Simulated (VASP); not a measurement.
Input of a VASP 6.6.1 run:

The input INCAR:

```
PREC = Accurate
ENCUT = 520
EDIFF = 1E-7
ISMEAR = 0
SIGMA = 0.1
LREAL = F
LASPH = T
NELM = 80
ALGO = Normal
ISIF = 2
LWAVE = F
LCHARG = T
LELF = T
LVHAR = T
NBANDS = 7
```

File KPOINTS:

```
regular mesh
0
Gamma
  20 20 20
```

File POSCAR:

```
Mg
1.0
   -1.6378494654      1.6378494654      1.6378494654
    1.6378494654     -1.6378494654      1.6378494654
    1.6378494654      1.6378494654     -1.6378494654
Mg
1
Direct
    0.0000000000      0.0000000000      0.0000000000
```

Potentials or basis: VASP PAW LDA potentials, release 64 (Mg).

Command:

```bash
$ cat potpaw_LDA.64/Mg/POTCAR > POTCAR
$ mpirun -np 1 vasp_std > vasp.out
```

Question: What does it give for the band gap on the k mesh?

Answer: Zero (band 1 reaches 8.14 eV, above the bottom of band 2 at 3.13 eV).

Question: What does it give for the pressure?

Answer: 11.7 GPa.
